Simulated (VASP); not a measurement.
# TaN (P6_3mc) in VASP: a series of runs, part 2 of 2

VASP 6.6.1.

### Step 4. Single point, PBEsol+U, collinear spin

File INCAR:

```
ALGO = Normal ; EDIFF = 1E-6
ENCUT = 700 ; GGA = PS
GGA_COMPAT = F ; ISIF = 2
ISMEAR = 0 ; ISPIN = 2
LASPH = T ; LCHARG = F
LDAU = T ; LDAUJ = 0 0
LDAUL = 2 -1 ; LDAUPRINT = 1
LDAUTYPE = 2 ; LDAUU = 6 0
LMAXMIX = 4 ; LORBIT = 11
LREAL = F ; LWAVE = F
MAGMOM = 2 2 0 0 ; NBANDS = 30
NELM = 200 ; PREC = Accurate
SIGMA = 0.05
```

File KPOINTS:

```
k-points
0
Gamma
  7 7 4
```

File POSCAR:

```
TaN
1.0
    3.0500020400      0.0000000000      0.0000000000
   -1.5250010200      2.6413792500      0.0000000000
    0.0000000000      0.0000000000      4.9400015300
Ta N
2 2
Direct
    0.3333333333      0.6666666667      0.0000000000
    0.6666666667      0.3333333333      0.5000000000
    0.3333333333      0.6666666667      0.3850000000
    0.6666666667      0.3333333333      0.8850000000
```

Potentials or basis: VASP PAW PBE potentials, release 64 (Ta_sv_GW, N).

Launch:

```
$ cat potpaw_PBE.64/Ta_sv_GW/POTCAR potpaw_PBE.64/N/POTCAR > POTCAR
$ mpirun -np 1 vasp_std > vasp.out
```

OUTCAR:

```text
EDIFF = 1E-6
   ENCUT = 700
   GGA = PS
   ISIF = 2
   ISMEAR = 0
   ISPIN = 2
   LASPH = T
   LORBIT = 11
   LREAL = F
   NELM = 200
   PREC = Accurate

 ion  position               nearest neighbor table
   1  0.333  0.667  0.000-   4 1.85   4 1.85   4 1.85   3 1.90   2 3.03   2 3.03   2 3.03   2 3.03
                             2 3.03   2 3.03
   2  0.667  0.333  0.500-   3 1.85   3 1.85   3 1.85   4 1.90   1 3.03   1 3.03   1 3.03   1 3.03
                             1 3.03   1 3.03
   3  0.333  0.667  0.385-   2 1.85   2 1.85   2 1.85   1 1.90
   4  0.667  0.333  0.885-   1 1.85   1 1.85   1 1.85   2 1.90

  LATTYP: Found a hexagonal cell.
 ALAT       =     3.0500020400
 C/A-ratio  =     1.6196715495

  Lattice vectors:

 A1 = (   3.0500020400,   0.0000000000,   0.0000000000)
[... 1866 lines left out ...]
------------------------ aborting loop because EDIFF is reached ----------------------------------------

  FORCE on cell =-STRESS in cart. coord.  units (eV):
  Direction    XX          YY          ZZ          XY          YZ          ZX
  --------------------------------------------------------------------------------------
  -------------------------------------------------------------------------------------
  Total       40.1838680     40.1838681     35.5992831      0.0000000      0.0000000      0.0000000
  in kB     1617.7236918   1617.7236940   1433.1572962      0.0000000      0.0000000      0.0000000
  external PRESSURE =    1556.2015606 kB  Pullay stress =       0.0000000 kB

 VOLUME and BASIS-vectors are now :
 -----------------------------------------------------------------------------
  energy-cutoff  :      700.00
  volume of cell :       39.80
      direct lattice vectors                 reciprocal lattice vectors
     3.050002040  0.000000000  0.000000000     0.327868633  0.189295043  0.000000000
    -1.525001020  2.641379250  0.000000000     0.000000000  0.378590087  0.000000000
     0.000000000  0.000000000  4.940001530     0.000000000  0.000000000  0.202429087

 POSITION                                       TOTAL-FORCE (eV/Angst)
 -----------------------------------------------------------------------------------
     -0.00000      1.76092      0.00000         0.000000     -0.000000      2.388742
      1.52500      0.88046      2.47000        -0.000000      0.000000      2.388742
     -0.00000      1.76092      1.90190         0.000000     -0.000000     -2.388742
      1.52500      0.88046      4.37190         0.000000     -0.000000     -2.388742
 -----------------------------------------------------------------------------------
    total drift:                               -0.000000      0.000000      0.000135

  FREE ENERGIE OF THE ION-ELECTRON SYSTEM (eV)
  ---------------------------------------------------
  free  energy   TOTEN  =       -33.7630479738 eV

  energy  without entropy=      -33.7605225864  energy(sigma->0) =      -33.76178528

 total charge

# of ion       s       p       d       f       tot
--------------------------------------------------
    1        3.571   6.103   2.740   0.245  12.659
    2        3.571   6.103   2.740   0.245  12.659
    3        1.297   2.767   0.000   0.000   4.064
    4        1.297   2.767   0.000   0.000   4.064
--------------------------------------------------
tot          9.735  17.741   5.480   0.489  33.445

 magnetization (x)

# of ion       s       p       d       f       tot
--------------------------------------------------
    1        0.002   0.000   0.028   0.001   0.031
    2        0.002   0.000   0.028   0.001   0.031
    3        0.000  -0.002   0.000   0.000  -0.002
    4        0.000  -0.002   0.000   0.000  -0.002
--------------------------------------------------
tot          0.005  -0.003   0.056   0.002   0.060
```

OSZICAR:

```text
N       E                     dE             d eps       ncg     rms          rms(c)
DAV:   1     0.359070118080E+03    0.35907E+03   -0.26309E+04  2880   0.157E+03
DAV:   2    -0.183036213218E+02   -0.37737E+03   -0.36292E+03  3482   0.434E+02
DAV:   3    -0.413866370037E+02   -0.23083E+02   -0.22918E+02  3746   0.106E+02
DAV:   4    -0.422866012264E+02   -0.89996E+00   -0.89980E+00  3668   0.160E+01
DAV:   5    -0.422939401970E+02   -0.73390E-02   -0.73389E-02  3702   0.176E+00    0.115E+02
DAV:   6    -0.334218727336E+02    0.88721E+01   -0.24629E+01  3554   0.348E+01    0.127E+02
DAV:   7    -0.336378703671E+02   -0.21600E+00   -0.17419E+00  3306   0.829E+00    0.949E+01
DAV:   8    -0.337994661524E+02   -0.16160E+00   -0.61267E-01  3314   0.519E+00    0.548E+01
DAV:   9    -0.337711733031E+02    0.28293E-01   -0.35217E-02  3610   0.147E+00    0.459E+01
DAV:  10    -0.337611298960E+02    0.10043E-01   -0.59205E-02  3438   0.162E+00    0.305E+01
DAV:  11    -0.337657221891E+02   -0.45923E-02   -0.48675E-03  3592   0.500E-01    0.232E+01
DAV:  12    -0.337664554943E+02   -0.73331E-03   -0.21915E-03  3578   0.279E-01    0.159E+01
DAV:  13    -0.337644387902E+02    0.20167E-02   -0.26934E-03  3798   0.334E-01    0.105E+01
DAV:  14    -0.337635156823E+02    0.92311E-03   -0.11951E-03  3668   0.227E-01    0.618E+00
DAV:  15    -0.337632344906E+02    0.28119E-03   -0.24803E-04  3444   0.114E-01    0.393E+00
DAV:  16    -0.337630733856E+02    0.16110E-03   -0.22788E-04  3522   0.107E-01    0.199E+00
DAV:  17    -0.337630488784E+02    0.24507E-04   -0.59619E-05  3594   0.526E-02    0.718E-01
DAV:  18    -0.337630479738E+02    0.90460E-06   -0.46572E-06  2866   0.152E-02
   1 F= -.33763048E+02 E0= -.33761785E+02  d E =-.252539E-02  mag=     0.0782
```

stdout:

```text
POSCAR found type information on POSCAR TaN
 POSCAR found :  2 types and       4 ions
 scaLAPACK will be used
 -----------------------------------------------------------------------------
|                                                                             |
|                                                                             |
|     You enforced a specific xc type in the INCAR file but a different       |
|     I HOPE YOU KNOW WHAT YOU ARE DOING!                                     |
|                                                                             |
 -----------------------------------------------------------------------------

 LDA part: xc-table for (Slater+PW92), standard interpolation
 POSCAR, INCAR and KPOINTS ok, starting setup
 FFT: planning ... GRIDC
 FFT: planning ... GRID_SOFT
 FFT: planning ... GRID
 WAVECAR not read
 entering main loop
```

Run time: 76 s. Hardware: 1 thread of AMD EPYC 9R45 (Zen 5), shared host; peak memory 0.23 GiB.

What came out:

| Property | Result |
| --- | --- |
| Free energy | -33.7630 eV |
| Pressure | 155.6 GPa |
| Largest force | 2.389 eV/Å |
| Net moment | 0.08 μB per cell |
| Site moments | Ta +0.03; N -0.00 μB |
| Valence electrons inside the program's atomic spheres | Ta 12.66; N 4.06 |

Forces on the atoms (eV/Å):
```
Ta   0.000  0.000  2.389
Ta   0.000  0.000  2.389
N    0.000  0.000 -2.389
N    0.000  0.000 -2.389
```

Eigenvalues of the final occupation matrices:
```csv
site,spin,trace,eigenvalues
site 1 d,1,1.42,0.20 0.20 0.33 0.35 0.35
site 1 d,2,1.39,0.18 0.18 0.33 0.35 0.35
site 2 d,1,1.42,0.20 0.20 0.33 0.35 0.35
site 2 d,2,1.39,0.18 0.18 0.33 0.35 0.35
```

Caveat: the stress differs along the axes, from 143 to 162 GPa; the PAW data sets were made with another functional, which shifts forces and pressure a little; spin-orbit coupling is left out, which moves the levels of the heavy elements.
